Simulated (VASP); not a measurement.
# Be (Pm-3m) in VASP: a series of runs, part 2 of 2

VASP 6.6.1. Earlier steps stand in the parts before.

### Step 5. Single point, PBE (volume scaled by 0.5)

Input file INCAR:

```
SYSTEM = Be
PREC = Accurate ; ENCUT = 600
EDIFF = 1E-6 ; ISMEAR = -1
SIGMA = 0.1 ; LREAL = .FALSE.
LASPH = .TRUE. ; NELM = 120
ALGO = Normal ; ISIF = 2
LWAVE = .FALSE. ; LCHARG = .FALSE.
GGA = PE ; NBANDS = 7
GGA_COMPAT = .FALSE.
```

Input file KPOINTS:

```
regular mesh
0
G
  20 20 20
  0 0 0
```

Input file POSCAR:

```
Be
1.0
    1.7243944668      0.0000000000      0.0000000000
    0.0000000000      1.7243944668      0.0000000000
    0.0000000000      0.0000000000      1.7243944668
Be
1
Direct
    0.0000000000      0.0000000000      0.0000000000
```

Potentials or basis: VASP PAW PBE potentials, release 64 (Be).

Command:

```bash
$ cat potpaw_PBE.64/Be/POTCAR > POTCAR
$ mpirun -np 1 vasp_std > vasp.out
```

OUTCAR:

```text
SYSTEM = Be
   PREC = Accurate
   ENCUT = 600
   EDIFF = 1E-6
   ISMEAR = -1
   LREAL = .FALSE.
   LASPH = .TRUE.
   NELM = 120
   ISIF = 2
   GGA = PE

 ion  position               nearest neighbor table
   1  0.000  0.000  0.000-

  LATTYP: Found a simple cubic cell.
 ALAT       =     1.7243944668

  Lattice vectors:

 A1 = (   1.7243944668,   0.0000000000,   0.0000000000)
 A2 = (   0.0000000000,   1.7243944668,   0.0000000000)
 A3 = (   0.0000000000,   0.0000000000,   1.7243944668)

[... 409 lines left out ...]
 k-point    24 :       0.2000    0.1000    0.0000
  band No.  band energies     occupation
      1      -0.9461      2.00000
      2      22.2702      0.00000
      3      31.4873      0.00000
      4      35.6432      0.00000
      5      46.4980      0.00000
      6      52.9429      0.00000
      7      56.8085      0.00000

 [... further k-points ...]
[... 5 lines left out ...]
  --------------------------------------------------------------------------------------
  -------------------------------------------------------------------------------------
  Total        5.1648036      5.1648036      5.1648036      0.0000000      0.0000000     -0.0000000
  in kB     1613.8179229   1613.8179229   1613.8179229      0.0000000      0.0000000     -0.0000000
  external PRESSURE =    1613.8179229 kB  Pullay stress =       0.0000000 kB

 VOLUME and BASIS-vectors are now :
 -----------------------------------------------------------------------------
  energy-cutoff  :      600.00
  volume of cell :        5.13
      direct lattice vectors                 reciprocal lattice vectors
     1.724394467  0.000000000  0.000000000     0.579913714  0.000000000  0.000000000
     0.000000000  1.724394467  0.000000000     0.000000000  0.579913714  0.000000000
     0.000000000  0.000000000  1.724394467     0.000000000  0.000000000  0.579913714

 POSITION                                       TOTAL-FORCE (eV/Angst)
 -----------------------------------------------------------------------------------
      0.00000      0.00000      0.00000         0.000000      0.000000      0.000000
 -----------------------------------------------------------------------------------
    total drift:                               -0.000000     -0.000000     -0.000000

  FREE ENERGIE OF THE ION-ELECTRON SYSTEM (eV)
  ---------------------------------------------------
  free  energy   TOTEN  =        -1.1891918628 eV

  energy  without entropy=       -1.1747593997  energy(sigma->0) =       -1.18197563
```

Wall time 20 s (1 thread of AMD EPYC 7R13, shared host); peak memory 0.08 GiB.

Results:

| Item | Value |
| --- | --- |
| Free energy | -1.1892 eV |
| Pressure | 161.4 GPa |
| Band gap on the k mesh | zero (band 1 reaches 20.21 eV, above the bottom of band 2 at 11.41 eV) |

Levels at points of the mesh, in eV from the Fermi level:
```csv
k point,band 1,band 2,band 3,band 4,band 5
"(0.00, 0.00, 0.00)",-14.54,21.48,21.48,21.48,28.22
"(0.50, 0.00, 0.00)",-9.42,-0.65,28.36,28.36,37.93
"(0.50, 0.50, 0.00)",-0.18,-0.18,7.34,15.46,34.13
"(0.50, 0.50, 0.50)",8.14,8.14,8.14,18.14,18.14
```

### Step 6. Single point, PBE (volume scaled by 0.58)

Input file INCAR:

```
PREC = Accurate
ENCUT = 600
EDIFF = 1E-6
ISMEAR = -1
SIGMA = 0.1
LREAL = F
LASPH = T
NELM = 120
ALGO = Normal
ISIF = 2
LWAVE = F
LCHARG = F
GGA = PE
NBANDS = 7
GGA_COMPAT = F
```

Input file KPOINTS:

```
Automatic mesh
0
Gamma
  20 20 20
```

Input file POSCAR:

```
Be
1.0
    1.8118515717      0.0000000000      0.0000000000
    0.0000000000      1.8118515717      0.0000000000
    0.0000000000      0.0000000000      1.8118515717
Be
1
Direct
    0.0000000000      0.0000000000      0.0000000000
```

Potentials or basis: VASP PAW PBE potentials, release 64 (Be).

Command:

```bash
$ cat potpaw_PBE.64/Be/POTCAR > POTCAR
$ mpirun -np 1 vasp_std > vasp.out
```

OUTCAR:

```text
PREC = Accurate
   ENCUT = 600
   EDIFF = 1E-6
   ISMEAR = -1
   LREAL = F
   LASPH = T
   NELM = 120
   ISIF = 2
   GGA = PE

 ion  position               nearest neighbor table
   1  0.000  0.000  0.000-

  LATTYP: Found a simple cubic cell.
 ALAT       =     1.8118515717

  Lattice vectors:

 A1 = (   1.8118515717,   0.0000000000,   0.0000000000)
 A2 = (   0.0000000000,   1.8118515717,   0.0000000000)
 A3 = (   0.0000000000,   0.0000000000,   1.8118515717)

Analysis of symmetry for initial positions (statically):
=====================================================================
 Subroutine PRICEL returns:
 Original cell was already a primitive cell.

 Routine SETGRP: Setting up the symmetry group for a
 simple cubic supercell.

 Subroutine GETGRP returns: Found 48 space group operations
 (whereof 48 operations were pure point group operations)
 out of a pool of 48 trial point group operations.

The static configuration has the point symmetry O_h .

Analysis of symmetry for dynamics (positions and initial velocities):
[... 152 lines left out ...]
  free energy    TOTEN  =        -1.84933956 eV

  energy without entropy =       -1.83640890  energy(sigma->0) =       -1.84287423

 E-fermi :  10.1230     XC(G=0): -11.5784

 val. band max:       10.1096823411   @ k =   0.5000   0.4500   0.1000
 cond. band min:      10.1255966387   @ k =   0.5000   0.3000   0.1000
 fundamental gap:      0.0159142976
 Fermi energy:        10.1229790684

 k-point     1 :       0.0000    0.0000    0.0000
  band No.  band energies     occupation
      1      -3.2472      2.00000
      2      29.6561      0.00000
      3      29.6561      0.00000
      4      29.6561      0.00000
      5      36.1193      0.00000
      6      36.1193      0.00000
      7      52.0348      0.00000
[... 221 lines left out ...]
 k-point    24 :       0.2000    0.1000    0.0000
  band No.  band energies     occupation
      1      -1.7504      2.00000
      2      19.5257      0.00000
      3      27.7933      0.00000
      4      31.5242      0.00000
      5      41.5916      0.00000
      6      47.2248      0.00000
      7      50.7946      0.00000

 [... further k-points ...]
[... 5 lines left out ...]
  --------------------------------------------------------------------------------------
  -------------------------------------------------------------------------------------
  Total        3.7562521      3.7562521      3.7562521      0.0000000     -0.0000000      0.0000000
  in kB     1011.8064890   1011.8064890   1011.8064890      0.0000000     -0.0000000      0.0000000
  external PRESSURE =    1011.8064890 kB  Pullay stress =       0.0000000 kB

 VOLUME and BASIS-vectors are now :
 -----------------------------------------------------------------------------
  energy-cutoff  :      600.00
  volume of cell :        5.95
      direct lattice vectors                 reciprocal lattice vectors
     1.811851572  0.000000000  0.000000000     0.551921590  0.000000000  0.000000000
     0.000000000  1.811851572  0.000000000     0.000000000  0.551921590  0.000000000
     0.000000000  0.000000000  1.811851572     0.000000000  0.000000000  0.551921590

 POSITION                                       TOTAL-FORCE (eV/Angst)
 -----------------------------------------------------------------------------------
      0.00000      0.00000      0.00000         0.000000      0.000000      0.000000
 -----------------------------------------------------------------------------------
    total drift:                               -0.000000     -0.000000     -0.000000

  FREE ENERGIE OF THE ION-ELECTRON SYSTEM (eV)
  ---------------------------------------------------
  free  energy   TOTEN  =        -1.8493395603 eV

  energy  without entropy=       -1.8364088978  energy(sigma->0) =       -1.84287423
```

OSZICAR:

```text
N       E                     dE             d eps       ncg     rms          rms(c)
DAV:   1    -0.189768191561E+00   -0.18977E+00   -0.14797E+03  4487   0.284E+02
DAV:   2    -0.191918535651E+01   -0.17294E+01   -0.16584E+01  5355   0.318E+01
DAV:   3    -0.192121003232E+01   -0.20247E-02   -0.20225E-02  4641   0.100E+00
DAV:   4    -0.192121030718E+01   -0.27486E-06   -0.27523E-06  5810   0.120E-02
DAV:   5    -0.192121030701E+01    0.16716E-09   -0.50370E-10  4564   0.725E-05    0.103E+00
DAV:   6    -0.186529044032E+01    0.55920E-01   -0.13153E-02  4249   0.122E+00    0.653E-01
DAV:   7    -0.184931721016E+01    0.15973E-01   -0.87156E-03  4326   0.105E+00    0.989E-02
DAV:   8    -0.184935257214E+01   -0.35362E-04   -0.59050E-05  4970   0.876E-02    0.135E-02
DAV:   9    -0.184933970726E+01    0.12865E-04   -0.10464E-05  4410   0.246E-02    0.312E-03
DAV:  10    -0.184933956033E+01    0.14694E-06   -0.13162E-08  2870   0.838E-04
   1 F= -.18493396E+01 E0= -.18428742E+01  d E =-.129307E-01
```

It took 23 s on 1 thread of AMD EPYC 7R13, shared host; peak memory 0.08 GiB.

Results:

| Item | Value |
| --- | --- |
| Free energy | -1.8493 eV |
| Pressure | 101.2 GPa |
| Band gap on the k mesh | zero (band 1 reaches 17.63 eV, above the bottom of band 2 at 9.11 eV) |

### Step 7. The runs side by side

| cell | gap on the mesh (eV) | pressure (GPa) |
| --- | --- | --- |
| a = 1.640 Å, 1 atom | none | 244.6 |
| a = 1.724 Å, 1 atom | none | 161.4 |
| a = 1.812 Å, 1 atom | none | 101.2 |

Alike in all rows: task single point; level PBE; potentials or basis VASP PAW PBE potentials, release 64 (Be); no spin polarisation; k mesh 20 × 20 × 20; cutoff (eV) 600; smearing fermi-dirac 0.1 eV.

Absolute energies hang on the potentials; compare differences alone.
